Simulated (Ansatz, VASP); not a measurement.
## One calculation of BN, two programs

The input INCAR:

```
PREC     = Accurate       # precision mode
ENCUT    = 520            # plane-wave cutoff, eV
EDIFF    = 1E-8           # SCF threshold, eV
ISMEAR   = -1             # smearing method
SIGMA    = 0.03           # smearing width, eV
LREAL    = F              # projectors in reciprocal space
LASPH    = T              # aspherical terms in the spheres
NELM     = 100            # most SCF steps
ALGO     = Normal         # electronic algorithm
ISIF     = 2              # what is computed and relaxed
LWAVE    = F              # write WAVECAR
LCHARG   = F              # write CHGCAR
GGA      = PS             # functional
LEFG     = T            
NBANDS   = 11             # bands
```

File KPOINTS:

```
Automatic mesh
0
Gamma
  13 13 13
```

Contents of POSCAR:

```
BN
1.0
    0.0180750000      1.8165375000      1.8165375000
    1.8165375000      0.0180750000      1.8165375000
    1.8165375000      1.8165375000      0.0180750000
B N
1 1
Direct
    0.0000000000      0.0000000000      0.0000000000
    0.7500000000      0.7500000000      0.7500000000
```

Input for Ansatz:

```yaml
crystal:
  lattice:
    - [0.018075, 1.8165375, 1.8165375]
    - [1.8165375, 0.018075, 1.8165375]
    - [1.8165375, 1.8165375, 0.018075]
  atoms:
    - { symbol: B, position: [0.0, 0.0, 0.0] }
    - { symbol: "N", position: [0.75, 0.75, 0.75] }
kpoints:
  mp_grid: { grid: [13, 13, 13] }
scf:
  occupations: { method: fermi_dirac, width: 0.03 }
hamiltonian:
  xc: pbesol
  pseudopotentials: { kind: paw }
output:
  forces: true
  stress: true
  eigenvalues: true
  efg: { contact_densities: true }
```

Change from the starting cell: equal xy, yz and zx shear strains of +1 %, PAW files.

Alike in both runs: task electric field gradients; functional PBEsol; k mesh 13 × 13 × 13; occupations fermi-dirac, width 0.03 eV; no spin polarisation.

|  | VASP | Ansatz |
| --- | --- | --- |
| version | VASP 6.6.1 | Ansatz 0.2.0 |
| potentials or method | VASP PAW PBE potentials, release 64 (B, N) | PAW with Ansatz's default frozen-core files, scalar-relativistic |
| plane-wave cutoff (eV) | 520 | 420 |
| valence electrons in the cell | 8 | 8 |

|  | VASP | Ansatz | Ansatz less VASP |
| --- | --- | --- | --- |
| gap on the k mesh at the Fermi level (eV) | 4.33 | 4.34 | +0.013 |
| pressure (GPa) | -2.2 | -2.8 | -0.60 |
| traceless stress, the component that is largest in VASP (GPa) | -4.49 | -4.45 | +0.041 |
| rms of the force components (eV/Å) | 0.016 | 0.014 | -0.0024 |
| size of Vzz on the site where it differs most (V/Å²) | 1.2 | 1.1 | -0.15 |

VASP's potentials were made for PBE, not for PBEsol. Atom by atom the forces differ by 0.002 eV/Å (rms over components).
